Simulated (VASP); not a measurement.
# KCl (P4/mmm) in VASP: a series of runs

Aim: see how the results for KCl move with the level of theory and the settings. Levels: PBE, r2SCAN. Tasks: single point.

Everything below comes from runs of VASP 6.6.1. Logs are shortened: lines on timing, memory, paths and dates and some standing lists are left out, and cuts for length are marked.

## 1. The cell of the first run

It takes space group P4/mmm (No. 123, tetragonal). Conventional cell: a = 3.771 Å, b = 3.771 Å, c = 3.989 Å, α = 90.00°, β = 90.00°, γ = 90.00°. K (site symmetry 4/mmm) has 8 Cl at 3.33 Å and 6 K at 3.77 to 3.99 Å within 4.4 Å. Within 4.4 Å of Cl (site symmetry 4/mmm) lie 8 K at 3.33 Å and 6 Cl at 3.77 to 3.99 Å.

## 2. Single point, PBE (uniaxial x strain +5.8%)

INCAR

```
ALGO     = Normal         # electronic algorithm
EDIFF    = 1E-6           # SCF threshold, eV
ENCUT    = 520            # plane-wave cutoff, eV
GGA      = PE             # functional
ISIF     = 2              # what is computed and relaxed
ISMEAR   = -1             # smearing method
LASPH    = T              # aspherical terms in the spheres
LCHARG   = F              # write CHGCAR
LREAL    = F              # projectors in reciprocal space
LWAVE    = F              # write WAVECAR
NBANDS   = 15             # bands
NELM     = 80             # most SCF steps
PREC     = Accurate       # precision mode
SIGMA    = 0.02           # smearing width, eV
```

KPOINTS

```
k-points
0
Gamma
  8 8 8
```

POSCAR

```
KCl
1.0
    3.9891418156      0.0000000000      0.0000000000
    0.0000000000      3.7711682885      0.0000000000
    0.0000000000      0.0000000000      3.7711682885
K Cl
1 1
Direct
    0.0000000000      0.0000000000      0.0000000000
    0.5000000000      0.5000000000      0.5000000000
```

Potentials or basis: VASP PAW PBE potentials, release 64 (K_sv, Cl).

Started as:

```bash
cat potpaw_PBE.64/K_sv/POTCAR potpaw_PBE.64/Cl/POTCAR > POTCAR
mpirun -np 1 vasp_std > vasp.out
```

OUTCAR:

```text
EDIFF = 1E-6
   ENCUT = 520
   GGA = PE
   ISIF = 2
   ISMEAR = -1
   LASPH = T
   LREAL = F
   NELM = 80
   PREC = Accurate

 ion  position               nearest neighbor table
   1  0.000  0.000  0.000-
   2  0.500  0.500  0.500-

  LATTYP: Found a simple tetragonal cell.
 ALAT       =     3.7711682885
 C/A-ratio  =     1.0578000000

  Lattice vectors:

 A1 = (   0.0000000000,   3.7711682885,   0.0000000000)
 A2 = (   0.0000000000,   0.0000000000,   3.7711682885)
 A3 = (   3.9891418156,   0.0000000000,   0.0000000000)

Analysis of symmetry for initial positions (statically):
=====================================================================
 Subroutine PRICEL returns:
 Original cell was already a primitive cell.

 Routine SETGRP: Setting up the symmetry group for a
 simple tetragonal supercell.

 Subroutine GETGRP returns: Found 16 space group operations
 (whereof 16 operations were pure point group operations)
 out of a pool of 16 trial point group operations.

The static configuration has the point symmetry D_4h.

Analysis of symmetry for dynamics (positions and initial velocities):
=====================================================================
 Subroutine PRICEL returns:
 Original cell was already a primitive cell.

 Routine SETGRP: Setting up the symmetry group for a
 simple tetragonal supercell.

 Subroutine GETGRP returns: Found 16 space group operations
 (whereof 16 operations were pure point group operations)
 out of a pool of 16 trial point group operations.

The dynamic configuration has the point symmetry D_4h.

 Subroutine INISYM returns: Found 16 space group operations
 (whereof 16 operations are pure point group operations),
 and found     1 'primitive' translations

----------------------------------------------------------------------------------------

                                     Primitive cell

  volume of cell :      56.7324

  direct lattice vectors                    reciprocal lattice vectors
     3.989141816  0.000000000  0.000000000     0.250680484  0.000000000  0.000000000
     0.000000000  3.771168289  0.000000000     0.000000000  0.265169816  0.000000000
     0.000000000  0.000000000  3.771168289     0.000000000  0.000000000  0.265169816

  length of vectors
     3.989141816  3.771168289  3.771168289     0.250680484  0.265169816  0.265169816

  position of ions in fractional coordinates (direct lattice)
     0.000000000  0.000000000  0.000000000
     0.500000000  0.500000000  0.500000000

  ion indices of the primitive-cell ions
   primitive index   ion index
                 1           1
                 2           2

----------------------------------------------------------------------------------------

 KPOINTS: k-points

Automatic generation of k-mesh.
 Grid dimensions read from file:
 generate k-points for:    8    8    8

 Generating k-lattice:

  Cartesian coordinates                     Fractional coordinates (reciprocal lattice)
     0.031335060  0.000000000  0.000000000     0.125000000  0.000000000  0.000000000
     0.000000000  0.033146227  0.000000000     0.000000000  0.125000000  0.000000000
     0.000000000  0.000000000  0.033146227     0.000000000  0.000000000  0.125000000

  Length of vectors
     0.031335060  0.033146227  0.033146227

  Shift w.r.t. Gamma in fractional coordinates (k-lattice)
     0.000000000  0.000000000  0.000000000

 Subroutine IBZKPT returns following result:
 ===========================================

 Found     75 irreducible k-points:

 Following reciprocal coordinates:
            Coordinates               Weight
  0.000000  0.000000  0.000000      1.000000
  0.125000  0.000000  0.000000      2.000000
  0.250000  0.000000  0.000000      2.000000
  0.375000  0.000000  0.000000      2.000000
  0.500000  0.000000  0.000000      1.000000
  0.000000  0.125000  0.000000      4.000000
[... 16 lines left out ...]
  0.250000  0.500000  0.000000      4.000000
  0.375000  0.500000  0.000000      4.000000
 [... further k-points ...]
   k-points           NKPTS =     75   k-points in BZ     NKDIM =     75   number of bands    NBANDS=     15
   number of dos      NEDOS =    301   number of ions     NIONS =      2
   total plane-waves  NPLWV =  23520
   dimension x,y,z NGX =    30 NGY =   28 NGZ =   28
   dimension x,y,z NGXF=    60 NGYF=   56 NGZF=   56
   ions per type =               1   1
   NGX,Y,Z   is equivalent  to a cutoff of  12.50, 12.34, 12.34 a.u.
   NGXF,Y,Z  is equivalent  to a cutoff of  25.00, 24.69, 24.69 a.u.
 SYSTEM =  unknown system
   PREC   = accura    normal or accurate (medium, high low for compatibility)
   ISTART =      0    job   : 0-new  1-cont  2-samecut
   ICHARG =      2    charge: 1-file 2-atom 10-const
   ISPIN  =      1    spin polarized calculation?
   LNONCOLLINEAR =      F non collinear calculations
   LSORBIT =      F    spin-orbit coupling
   LASPH  =      T    aspherical Exc in radial PAW
   ENCUT  =  520.0 eV  38.22 Ry    6.18 a.u.   7.42  7.01  7.01*2*pi/ulx,y,z
   NELM   =     80;   NELMIN=  2; NELMDL= -5     # of ELM steps
   EDIFF  = 0.1E-05   stopping-criterion for ELM
   LREAL  =      F    real-space projection
   EDIFFG = 0.1E-04   stopping-criterion for IOM
   NSW    =      0    number of steps for IOM
   IBRION =     -1    ionic relax: 0-MD 1-quasi-New 2-CG
   NFREE  =      0    steps in history (QN), initial steepest desc. (CG)
   ISIF   =      2    stress and relaxation
   ISYM   =      2    0-nonsym 1-usesym 2-fastsym
   POTIM  = 0.5000    time-step for ionic-motion
   TEBEG  =    0.0;   TEEND  =   0.0 temperature during run
   PSTRESS=    0.0 pullay stress
   NELECT =      16.0000    total number of electrons
   NUPDOWN=      -1.0000    fix difference up-down
   EMIN   =  10.00;   EMAX   =-10.00  energy-range for DOS
   EFERMI =   0.00;   METHOD = LEGACY
   ISMEAR =    -1;   SIGMA  =   0.02  broadening in eV -4-tet -1-fermi 0-gaus
   EFERMI_NEDOS =   21; number of points for ismear=-14 and -15
   IALGO  =     38    algorithm
   IMIX   =      4    mixing-type and parameters
     AMIX     =   0.40;   BMIX     =  1.00
     AMIX_MAG =   1.60;   BMIX_MAG =  1.00
  volume/ion in A,a.u.               =      28.37       191.42
  Fermi-wavevector in a.u.,A,eV,Ry     =   1.073588  2.028787 15.681961  1.152592
  Thomas-Fermi vector in A             =   2.209392
   LORBIT       =      0    0 simple, 1 ext, 2 COOP (PROOUT), +10 PAW based schemes
   GGA     = PE    functional components
   LHFCALC =     F    Hartree Fock is set to
   AEXX    =    0.0000 exact exchange contribution
   IVDW    =     0    specifies the selected vdW correction
   LEPSILON=     F    determine dielectric tensor
   LRPA    =     F    only Hartree local field effects (RPA)
 non-spin polarized calculation
  energy-cutoff  :      520.00
  volume of cell :       56.73
 maximum number of plane-waves:      1548
 NGX is ok and might be reduce to    30
   NGX = 15   NGY = 15   NGZ = 15

 number of electron      16.0000001 magnetization

 Free energy of the ion-electron system (eV)
  ---------------------------------------------------
  ext. energy  EPLUGINS =         0.00000000
  ---------------------------------------------------
  free energy    TOTEN  =        -6.63941408 eV

  energy without entropy =       -6.63941408  energy(sigma->0) =       -6.63941408

 E-fermi :  -0.3205     XC(G=0):  -8.0607

 val. band max:       -0.7461450974   @ k =   0.5000   0.5000   0.0000
 cond. band min:       3.9084418551   @ k =   0.0000   0.0000   0.0000
 fundamental gap:      4.6545869525
 Fermi energy:        -0.3204994296

 k-point     1 :       0.0000    0.0000    0.0000
  band No.  band energies     occupation
      1     -28.9303      2.00000
      2     -13.3978      2.00000
      3     -12.3263      2.00000
      4     -12.3078      2.00000
      5     -12.3078      2.00000
      6      -1.2242      2.00000
      7      -0.9355      2.00000
      8      -0.9355      2.00000
      9       3.9084      0.00000
     10       5.6502      0.00000
     11       5.8294      0.00000
     12       9.6737      0.00000
     13       9.6737      0.00000
     14      10.0221      0.00000
     15      12.4794      0.00000

 k-point     2 :       0.1250    0.0000    0.0000
  band No.  band energies     occupation
      1     -28.9285      2.00000
      2     -13.4315      2.00000
      3     -12.3047      2.00000
      4     -12.3047      2.00000
      5     -12.2923      2.00000
      6      -1.4737      2.00000
      7      -0.9399      2.00000
      8      -0.9399      2.00000
      9       4.2738      0.00000
     10       5.9042      0.00000
     11       5.9411      0.00000
     12       9.6648      0.00000
     13       9.6648      0.00000
     14      10.0797      0.00000
     15      11.9446      0.00000

 k-point     3 :       0.2500    0.0000    0.0000
  band No.  band energies     occupation
      1     -28.9241      2.00000
      2     -13.5078      2.00000
      3     -12.2973      2.00000
      4     -12.2973      2.00000
      5     -12.2137      2.00000
      6      -1.9857      2.00000
      7      -0.9509      2.00000
      8      -0.9509      2.00000
      9       5.1327      0.00000
     10       6.2585      0.00000
     11       6.5420      0.00000
     12       9.6794      0.00000
     13       9.6794      0.00000
     14      10.2295      0.00000
     15      10.8611      0.00000

 k-point     4 :       0.3750    0.0000    0.0000
  band No.  band energies     occupation
      1     -28.9197      2.00000
      2     -13.5788      2.00000
      3     -12.2898      2.00000
      4     -12.2898      2.00000
      5     -12.1385      2.00000
      6      -2.4167      2.00000
      7      -0.9623      2.00000
      8      -0.9623      2.00000
      9       6.1401      0.00000
     10       6.6960      0.00000
     11       7.1184      0.00000
     12       9.7671      0.00000
     13       9.7671      0.00000
     14       9.8437      0.00000
     15      10.3980      0.00000
[... 307 lines left out ...]
 k-point    22 :       0.1250    0.5000    0.0000
  band No.  band energies     occupation
      1     -28.9056      2.00000
      2     -13.5175      2.00000
      3     -12.3161      2.00000
      4     -12.2730      2.00000
      5     -12.2314      2.00000
      6      -2.5210      2.00000
      7      -1.3526      2.00000
      8      -0.8866      2.00000
      9       6.7374      0.00000
     10       6.9091      0.00000
     11       7.7568      0.00000
     12       8.9397      0.00000
     13       9.2922      0.00000
     14       9.7427      0.00000
     15      10.2379      0.00000

 k-point    23 :       0.2500    0.5000    0.0000
  band No.  band energies     occupation
      1     -28.9017      2.00000
      2     -13.3970      2.00000
      3     -12.3819      2.00000
      4     -12.3431      2.00000
      5     -12.2676      2.00000
      6      -2.3475      2.00000
      7      -1.6273      2.00000
      8      -0.8298      2.00000
      9       6.0777      0.00000
     10       6.8652      0.00000
     11       8.4129      0.00000
     12       8.7729      0.00000
     13       9.0043      0.00000
     14       9.2315      0.00000
     15      11.3194      0.00000

 k-point    24 :       0.3750    0.5000    0.0000
  band No.  band energies     occupation
      1     -28.8978      2.00000
      2     -13.2399      2.00000
      3     -12.4917      2.00000
      4     -12.4463      2.00000
      5     -12.2622      2.00000
      6      -2.1656      2.00000
      7      -1.8741      2.00000
      8      -0.7711      2.00000
      9       5.5005      0.00000
     10       6.6671      0.00000
     11       8.3334      0.00000
     12       8.5224      0.00000
     13       9.4680      0.00000
     14       9.8985      0.00000
     15      11.3860      0.00000

 [... further k-points ...]

------------------------ aborting loop because EDIFF is reached ----------------------------------------

  FORCE on cell =-STRESS in cart. coord.  units (eV):
  Direction    XX          YY          ZZ          XY          YZ          ZX
  --------------------------------------------------------------------------------------
  -------------------------------------------------------------------------------------
  Total       -0.5975881      0.2530510      0.2530510      0.0000000      0.0000000     -0.0000000
  in kB      -16.8764555      7.1464009      7.1464009      0.0000000      0.0000000     -0.0000000
  external PRESSURE =      -0.8612179 kB  Pullay stress =       0.0000000 kB

 VOLUME and BASIS-vectors are now :
 -----------------------------------------------------------------------------
  energy-cutoff  :      520.00
  volume of cell :       56.73
      direct lattice vectors                 reciprocal lattice vectors
     3.989141816  0.000000000  0.000000000     0.250680484  0.000000000  0.000000000
     0.000000000  3.771168289  0.000000000     0.000000000  0.265169816  0.000000000
     0.000000000  0.000000000  3.771168289     0.000000000  0.000000000  0.265169816

 POSITION                                       TOTAL-FORCE (eV/Angst)
 -----------------------------------------------------------------------------------
      0.00000      0.00000      0.00000         0.000000      0.000000      0.000000
      1.99457      1.88558      1.88558         0.000000      0.000000      0.000000
 -----------------------------------------------------------------------------------
    total drift:                                0.000000      0.000000     -0.000000

  FREE ENERGIE OF THE ION-ELECTRON SYSTEM (eV)
  ---------------------------------------------------
  free  energy   TOTEN  =        -6.6394140824 eV

  energy  without entropy=       -6.6394140824  energy(sigma->0) =       -6.63941408
```

Run time: 71 s. Hardware: 1 thread of AMD EPYC 7R43 (Zen 3), shared host; peak memory 0.16 GiB.

What came out:

* Free energy: -6.6394 eV
* Pressure: -0.1 GPa
* Band gap on the k mesh: 4.65 eV (least direct gap 4.84 eV)

Caveat: the cell differs from its parent crystal (uniaxial x strain +5.8%). A k mesh can miss the band edges.

## 3. Single point, PBE (biaxial xy strain +5.7%)

INCAR

```
PREC = Accurate ; ENCUT = 520
EDIFF = 1E-7 ; ISMEAR = -1
SIGMA = 0.02 ; LREAL = F
LASPH = T ; NELM = 60
ALGO = Normal ; ISIF = 2
LWAVE = F ; LCHARG = F
GGA = PE ; NBANDS = 15
```

KPOINTS

```
regular mesh
0
Gamma
  8 8 8
```

POSCAR

```
KCl
1.0
    3.9857477641      0.0000000000      0.0000000000
    0.0000000000      3.9857477641      0.0000000000
    0.0000000000      0.0000000000      3.7711682885
K Cl
1 1
Direct
    0.0000000000      0.0000000000      0.0000000000
    0.5000000000      0.5000000000      0.5000000000
```

Potentials or basis: VASP PAW PBE potentials, release 64 (K_sv, Cl).

Started as:

```bash
cat potpaw_PBE.64/K_sv/POTCAR potpaw_PBE.64/Cl/POTCAR > POTCAR
mpirun -np 1 vasp_std > vasp.out
```

OUTCAR:

```text
PREC = Accurate
   ENCUT = 520
   EDIFF = 1E-7
   ISMEAR = -1
   LREAL = F
   LASPH = T
   NELM = 60
   ISIF = 2
   GGA = PE

 ion  position               nearest neighbor table
   1  0.000  0.000  0.000-
   2  0.500  0.500  0.500-

  LATTYP: Found a simple tetragonal cell.
 ALAT       =     3.9857477641
 C/A-ratio  =     0.9461633078

  Lattice vectors:

 A1 = (   3.9857477641,   0.0000000000,   0.0000000000)
 A2 = (   0.0000000000,   3.9857477641,   0.0000000000)
 A3 = (   0.0000000000,   0.0000000000,   3.7711682885)

Analysis of symmetry for initial positions (statically):
=====================================================================
 Subroutine PRICEL returns:
 Original cell was already a primitive cell.

 Routine SETGRP: Setting up the symmetry group for a
 simple tetragonal supercell.

 Subroutine GETGRP returns: Found 16 space group operations
 (whereof 16 operations were pure point group operations)
 out of a pool of 16 trial point group operations.

The static configuration has the point symmetry D_4h.
[... 171 lines left out ...]
      2     -13.5559      2.00000
      3     -12.6856      2.00000
      4     -12.6856      2.00000
      5     -12.6682      2.00000
      6      -1.3696      2.00000
      7      -1.3696      2.00000
      8      -1.0857      2.00000
      9       3.4493      0.00000
     10       5.3977      0.00000
     11       5.6281      0.00000
     12       9.1375      0.00000
     13       9.5008      0.00000
     14       9.5008      0.00000
[... 401 lines left out ...]
      2     -13.6569      2.00000
      3     -12.6910      2.00000
      4     -12.6837      2.00000
      5     -12.5669      2.00000
      6      -2.5620      2.00000
      7      -1.5041      2.00000
      8      -1.2651      2.00000
      9       6.4675      0.00000
     10       6.5706      0.00000
     11       6.8415      0.00000
     12       8.5634      0.00000
     13       8.9210      0.00000
     14       8.9940      0.00000
     15      10.4865      0.00000

 [... further k-points ...]

------------------------ aborting loop because EDIFF is reached ----------------------------------------

  FORCE on cell =-STRESS in cart. coord.  units (eV):
  Direction    XX          YY          ZZ          XY          YZ          ZX
  --------------------------------------------------------------------------------------
  -------------------------------------------------------------------------------------
  Total       -0.6385663     -0.6385663      0.1968917      0.0000000     -0.0000000      0.0000000
  in kB      -17.0773716    -17.0773716      5.2655333      0.0000000     -0.0000000      0.0000000
  external PRESSURE =      -9.6297367 kB  Pullay stress =       0.0000000 kB

 VOLUME and BASIS-vectors are now :
 -----------------------------------------------------------------------------
  energy-cutoff  :      520.00
  volume of cell :       59.91
      direct lattice vectors                 reciprocal lattice vectors
     3.985747764  0.000000000  0.000000000     0.250893950  0.000000000  0.000000000
     0.000000000  3.985747764  0.000000000     0.000000000  0.250893950  0.000000000
     0.000000000  0.000000000  3.771168289     0.000000000  0.000000000  0.265169816

 POSITION                                       TOTAL-FORCE (eV/Angst)
 -----------------------------------------------------------------------------------
      0.00000      0.00000      0.00000         0.000000      0.000000      0.000000
      1.99287      1.99287      1.88558         0.000000      0.000000      0.000000
 -----------------------------------------------------------------------------------
    total drift:                                0.000000      0.000000     -0.000000

  FREE ENERGIE OF THE ION-ELECTRON SYSTEM (eV)
  ---------------------------------------------------
  free  energy   TOTEN  =        -6.6299811746 eV

  energy  without entropy=       -6.6299811746  energy(sigma->0) =       -6.62998117
```

OSZICAR:

```text
N       E                     dE             d eps       ncg     rms          rms(c)
DAV:   1     0.103694198593E+03    0.10369E+03   -0.72180E+03  2250   0.966E+02
DAV:   2    -0.742403105327E+00   -0.10444E+03   -0.96813E+02  2913   0.241E+02
DAV:   3    -0.676489376383E+01   -0.60225E+01   -0.59921E+01  3070   0.513E+01
DAV:   4    -0.696714938271E+01   -0.20226E+00   -0.20222E+00  3466   0.870E+00
DAV:   5    -0.696873521588E+01   -0.15858E-02   -0.15858E-02  3189   0.855E-01    0.276E+00
DAV:   6    -0.666590925005E+01    0.30283E+00   -0.33338E-01  2838   0.317E+00    0.224E+00
DAV:   7    -0.662823565122E+01    0.37674E-01   -0.91381E-02  3041   0.192E+00    0.139E+00
DAV:   8    -0.662964021649E+01   -0.14046E-02   -0.18480E-02  3255   0.104E+00    0.231E-01
DAV:   9    -0.662966844000E+01   -0.28224E-04   -0.95245E-04  2987   0.218E-01    0.120E-01
DAV:  10    -0.662998624707E+01   -0.31781E-03   -0.45549E-04  2558   0.165E-01    0.325E-02
DAV:  11    -0.662997917724E+01    0.70698E-05   -0.23377E-05  3277   0.351E-02    0.100E-02
DAV:  12    -0.662998107993E+01   -0.19027E-05   -0.20224E-06  2530   0.115E-02    0.171E-03
DAV:  13    -0.662998117465E+01   -0.94724E-07   -0.71563E-08  2604   0.228E-03
   1 F= -.66299812E+01 E0= -.66299812E+01  d E =-.176753E-12
```

It took 54 s on 1 thread of AMD EPYC 7R43 (Zen 3), shared host; peak memory 0.16 GiB.

Results:

* Free energy: -6.6300 eV
* Pressure: -1.0 GPa
* Band gap on the k mesh: 4.38 eV (least direct gap 4.54 eV)

Caveat: the cell differs from its parent crystal (biaxial xy strain +5.7%). A k mesh can miss the band edges.

(Continued in part 2 of 2.)
